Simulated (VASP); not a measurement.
Ni: single point with LDA

Ni:

```xyz
1
Lattice="0.0000 1.7619 1.7619 1.7619 0.0000 1.7619 1.7619 1.7619 0.0000" Properties=species:S:1:pos:R:3 pbc="T T T"
Ni    0.0000    0.0000    0.0000
```

```
Program                : VASP 6.6.1
Task                   : single point
Functional             : LDA
Potentials or basis    : VASP PAW LDA potentials, release 64 (Ni)
Cutoff                 : 520 eV
k mesh                 : 16 × 16 × 16
Occupations            : fermi-dirac, width 0.1 eV
Spin                   : no spin polarisation
Dipole correction      : no
Further INCAR settings : ALGO = Normal; EDIFF = 1e-07; NBANDS = 11
```

```
Pressure               : -18.0 GPa
Band gap on the k mesh : zero (band 5 reaches 8.96 eV, above the bottom of band 6 at 8.01 eV)
```

Levels at points of the mesh, in eV from the Fermi level:
```csv
k point,band 2,band 3,band 4,band 5,band 6,band 7,band 8,band 9
"(0.00, 0.00, 0.00)",-1.88,-1.88,-1.88,-0.76,-0.76,23.86,27.60,27.60
"(0.50, 0.00, 0.00)",-1.91,-1.91,-0.10,-0.04,-0.04,6.00,22.38,24.65
"(0.50, 0.50, 0.00)",-3.70,-0.04,0.14,0.14,2.61,9.50,14.89,14.89
```

Run time: 15 s on 1 thread of Intel(R) Xeon(R) Platinum 8259CL CPU @ 2.50GHz (Skylake/Cascade Lake), with other jobs on the host, peak memory 0.13 GiB.

Caveat: the run has no spin polarisation, though such a crystal can be magnetic. Spin polarisation is off, so any magnetic state and its effect on volume and gap are missing.
